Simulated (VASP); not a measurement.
Write the native input for VASP 6.6.1 that does the following.

```
Task                   : single point
Functional             : PBE
Dispersion             : D3(BJ)
Potentials or basis    : VASP PAW PBE potentials, release 64 (C)
Cutoff                 : 520 eV
k mesh                 : 15 × 15 × 1
Occupations            : gaussian, width 0.1 eV
Spin                   : no spin polarisation
Dipole correction      : yes
Further INCAR settings : ALGO = Normal; EDIFF = 1e-06; NBANDS = 16
```

The structure of C lies in POSCAR:

```
C
1.0
    2.4656524409      0.0000000000      0.0000000000
   -1.2328262205      2.1353176508      0.0000000000
    0.0000000000      0.0000000000     17.5000663883
C
4
Direct
    0.6666666667      0.3333333333      0.2571437784
    0.3333333333      0.6666666667      0.2571418816
    0.6666666667      0.6666666667      0.4605734749
    1.0000000000      0.3333333333      0.4605715781
```

The input as run:

INCAR

```
ALGO = Normal ; DIPOL = 0.5 0.5 0.359
EDIFF = 1E-6 ; ENCUT = 520
GGA = PE ; IDIPOL = 3
ISIF = 2 ; ISMEAR = 0
IVDW = 12 ; LASPH = True
LCHARG = False ; LDIPOL = True
LREAL = False ; LWAVE = False
NBANDS = 16 ; NELM = 80
PREC = Accurate ; SIGMA = 0.1
```

KPOINTS

```
k-points
0
Gamma
  15 15 1
```

Potentials or basis: VASP PAW PBE potentials, release 64 (C).

Launch:

```sh
$ cat potpaw_PBE.64/C/POTCAR > POTCAR
$ mpirun -np 1 vasp_std > vasp.out
```

It gave:

* Largest force: 0.013 eV/Å
* Band gap on the k mesh: 0.27 eV, direct
* Dispersion energy per atom: -0.115 eV

Wall time 98 s on 1 thread of Intel(R) Xeon(R) 6975P-C (Granite Rapids), on a shared host, peak memory 0.23 GiB.
